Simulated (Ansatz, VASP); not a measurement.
**One calculation of Cu, two programs**

```
CELL_PARAMETERS angstrom
0.00000 1.85269 1.76231
1.85269 0.00000 1.76231
1.85269 1.85269 0.00000
ATOMIC_POSITIONS crystal
Cu 0.00000 0.00000 0.00000
```

Change from the starting cell: strain +0.025 along x and y, -0.025 along z, atoms carried along.

Alike in both runs: task single point; functional PBE; k mesh 22 × 22 × 22; occupations gaussian, width 0.15 eV; no spin polarisation.

|  | VASP | Ansatz |
| --- | --- | --- |
| version | VASP 6.6.1 | Ansatz 0.2.0 |
| potentials or method | VASP PAW PBE potentials, release 64 (Cu), cutoff 520 eV | scalar-relativistic, plane waves, PAW |
| valence electrons in the cell | 11 | 19 |

Ansatz gave:

```
gap on the k mesh at the Fermi level (eV)                     : none
pressure (GPa)                                                : -1.6
traceless stress, the component that is largest in VASP (GPa) : 1.56
```

Task: Which values does VASP return?

Result: gap on the k mesh at the Fermi level (eV): none; pressure (GPa): -1.1; traceless stress, the component that is largest in VASP (GPa): 1.55.

A gap of «none» marks a metal or a gap that the smearing closes. With one functional, cell and mesh, what is left measures potentials, basis and numerics. VASP's potentials hold 11 valence electrons a cell and Ansatz's 19, so a difference there can come from the potentials and not from the codes.
